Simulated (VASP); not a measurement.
Write the native input for VASP 6.6.1 that does the following.

| Quantity | Value |
| --- | --- |
| Task | single point |
| Functional | PBEsol |
| Potentials or basis | VASP PAW PBE potentials, release 64 (Ca_sv) |
| Cutoff | 520 eV |
| k mesh | 11 × 11 × 11 |
| Occupations | fermi-dirac, width 0.08 eV |
| Spin | no spin polarisation |
| Dipole correction | no |
| Further INCAR settings | ALGO = Normal; EDIFF = 1e-06; NBANDS = 11 |

The structure of Ca lies in POSCAR:

```
Ca
1.0
    3.2139225785      0.0000000000      0.0000000000
    0.0000000000      3.2139225785      0.0000000000
    0.0000000000      0.0000000000      3.2139225785
Ca
1
Direct
    0.0000000000      0.0000000000      0.0000000000
```

This cell differs from its parent crystal: volume scaled by 0.8.

The input as run:

INCAR

```
SYSTEM = Ca
PREC     = Accurate       ! precision mode
ENCUT    = 520            ! plane-wave cutoff, eV
EDIFF    = 1E-6           ! SCF threshold, eV
ISMEAR   = -1             ! smearing method
SIGMA    = 0.08           ! smearing width, eV
LREAL    = .False.        ! projectors in reciprocal space
LASPH    = .True.         ! aspherical terms in the spheres
NELM     = 100            ! most SCF steps
ALGO     = Normal         ! electronic algorithm
ISIF     = 2              ! what is computed and relaxed
LWAVE    = .False.        ! write WAVECAR
LCHARG   = .True.         ! write CHGCAR
GGA      = PS             ! functional
LELF     = .True.         ! ELF
LVHAR    = .True.       
NBANDS   = 11             ! bands
```

KPOINTS

```
regular mesh
0
Gamma
  11 11 11
  0 0 0
```

Potentials or basis: VASP PAW PBE potentials, release 64 (Ca_sv).

The run is started by

```sh
$ cat potpaw_PBE.64/Ca_sv/POTCAR > POTCAR
$ mpirun -np 1 vasp_std > vasp.out
```

It gave:

```
Pressure               : 3.6 GPa
Band gap on the k mesh : zero (band 5 reaches 3.22 eV, above the bottom of band 6 at 2.74 eV)
```

Caveat: the PAW data sets were made with another functional, which shifts forces and pressure a little.

Wall time 18 s on 1 thread of Intel Xeon 6975P-C (shared host), peak memory 0.15 GiB.
